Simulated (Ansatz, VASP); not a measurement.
# One calculation of ZrC, two programs

INCAR

```
SYSTEM = ZrC
PREC = Accurate
ENCUT = 520
EDIFF = 1E-6
ISMEAR = -1
SIGMA = 0.05
LREAL = .FALSE.
LASPH = .TRUE.
NELM = 60
ALGO = Normal
ISIF = 2
LWAVE = .FALSE.
LCHARG = .FALSE.
GGA = PS
NBANDS = 15
```

KPOINTS

```
Automatic mesh
0
G
  15 15 15
  0 0 0
```

POSCAR

```
ZrC
1.0
    0.0235021000      2.3619610500      2.3619610500
    2.3619610500      0.0235021000      2.3619610500
    2.3619610500      2.3619610500      0.0235021000
Zr C
1 1
Direct
    0.5000000000      0.5000000000      0.5000000000
    0.0000000000      0.0000000000      0.0000000000
```

Input for Ansatz:

```yaml
crystal:
  lattice:
    - [0.0235021, 2.36196105, 2.36196105]
    - [2.36196105, 0.0235021, 2.36196105]
    - [2.36196105, 2.36196105, 0.0235021]
  atoms:
    - { symbol: Zr, position: [0.5, 0.5, 0.5] }
    - { symbol: C, position: [0.0, 0.0, 0.0] }
kpoints:
  mp_grid: { grid: [15, 15, 15] }
  band_path:
    path:
      - [0.0, 0.0, 0.0]
      - [0.5, 0.5, 0.5]
      - [0.247543133, 0.5, 0.752456867]
      - [-0.247543133, 0.247543133, 0.5]
      - [0.0, 0.0, 0.5]
      - [0.0, 0.0, 0.0]
      - [-0.3737715665, 0.0, 0.3737715665]
      - [0.0, 0.3737715665, 0.6262284335]
      - [0.0, 0.5, 0.5]
    npoints: 5
scf:
  occupations: { method: fermi_dirac, width: 0.05 }
hamiltonian:
  xc: pbesol
  pseudopotentials: { kind: all_electron, lapw: { basis_error: 0.0005 } }
output:
  forces: true
  stress: true
  eigenvalues: true
```

Change from the starting cell: equal xy, yz and zx shear strains of +1 %.

Alike in both runs: task single point; functional PBEsol; k mesh 15 × 15 × 15; occupations fermi-dirac, width 0.05 eV; no spin polarisation.

|  | VASP | Ansatz |
| --- | --- | --- |
| version | VASP 6.6.1 | Ansatz 0.2.0 |
| potentials or method | VASP PAW PBE potentials, release 64 (Zr_sv, C), cutoff 520 eV | all-electron LAPW, scalar-relativistic |

```tsv
	VASP	Ansatz	Ansatz less VASP
pressure (GPa)	-4.2	-4.5	-0.30
traceless stress, the component that is largest in VASP (GPa)	-1.56	-1.56	-0.002
```

VASP's potentials were made for PBE, not for PBEsol. Ansatz ran all-electron here, and VASP with PAW potentials.
